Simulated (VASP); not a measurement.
Write the native input for VASP 6.6.1 that does the following.

| Item | Value |
| --- | --- |
| Task | relaxation of the atoms |
| Functional | LDA |
| Potentials or basis | VASP PAW LDA potentials, release 64 (Hf_pv, O) |
| Cutoff | 520 eV |
| k mesh | 6 × 6 × 8 |
| Occupations | gaussian, width 0.02 eV |
| Spin | no spin polarisation |
| Dipole correction | no |
| Further INCAR settings | ALGO = Normal; EDIFF = 1e-06; IBRION = 2; EDIFFG = -0.008; NSW = 60 |

The structure of HfO2 lies in POSCAR:

```
HfO2
1.0
    4.7888991402      0.0000000000      0.0000000000
    0.0000000000      4.7888991402      0.0000000000
    0.0000000000      0.0000000000      3.3132513867
Hf O
2 4
Direct
    0.0000000000      0.0000000000      0.0000000000
    0.5000000000      0.5000000000      0.5000000000
    0.1939395197      0.8060604803      0.5000000000
    0.3060604803      0.3060604803      0.0000000000
    0.6939395197      0.6939395197      0.0000000000
    0.8060604803      0.1939395197      0.5000000000
```

This cell differs from its parent crystal: strain along c alone, the other axes held: +4.0 %.

One way to write it, as run:

INCAR

```
SYSTEM = HfO2
PREC = Accurate
ENCUT = 520
EDIFF = 1E-6
ISMEAR = 0
SIGMA = 0.02
LREAL = .False.
LASPH = .True.
NELM = 60
ALGO = Normal
ISIF = 2
LWAVE = .False.
LCHARG = .False.
GGA = CA
IBRION = 2
NSW = 60
EDIFFG = -0.008
```

KPOINTS

```
regular mesh
0
Gamma
  6 6 8
  0 0 0
```

Potentials or basis: VASP PAW LDA potentials, release 64 (Hf_pv, O).

The run is started by

```sh
$ cat potpaw_LDA.64/Hf_pv/POTCAR potpaw_LDA.64/O/POTCAR > POTCAR
$ mpirun -np 1 vasp_std > vasp.out
```

It gave:

```
Energy gained by relaxing    : 0.4 meV/atom
Ionic steps                  : 2
Pressure after relaxing      : -12.0 GPa
Largest force after relaxing : 0.007 eV/Å
Band gap on the k mesh       : 3.74 eV
```

Caveat: the cell differs from its parent crystal (strain along c alone, the other axes held: +4.0 %); spin-orbit coupling is left out, which moves the levels of the heavy elements.

Wall time 3.5 min on 1 thread of Oxide Virtual Turin-like Processor (shared host), peak memory 0.18 GiB.
